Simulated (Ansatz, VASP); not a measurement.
**Two plane-wave programs on Zr2H3**

```
Zr H
1.0
    -2.11741    2.11741    3.72249
     2.11741   -2.11741    3.72249
     2.11741    2.11741   -3.72249
Zr H
2 3
Cartesian
  0.0000 2.1174 1.8612
  2.1174 0.0000 1.8612
  0.0000 0.0000 0.0000
  0.0000 2.1174 0.0000
  2.1174 0.0000 0.0000
```

Alike in both runs: functional PBE; k mesh 12 × 12 × 12; occupations gaussian, width 0.1 eV; no spin polarisation.

Ansatz relaxed the structure, and its values are those at the end. VASP's run is a single point on that final structure, the one shown.

|  | VASP | Ansatz |
| --- | --- | --- |
| version | VASP 6.6.1 | Ansatz 0.2.0 |
| potentials or method | VASP PAW PBE potentials, release 64 (Zr_sv, H), cutoff 520 eV | scalar-relativistic, plane waves, PAW |
| valence electrons in the cell | 27 | 27 |

Ansatz gave:

- gap on the k mesh at the Fermi level (eV): none
- pressure (GPa): 0.0

Q: What did VASP give for the same quantities?

A: gap on the k mesh at the Fermi level (eV): none; pressure (GPa): -0.1.

A gap of «none» marks a metal or a gap that the smearing closes. The functional is the same, so the differences come from potentials, cutoffs and numerics.
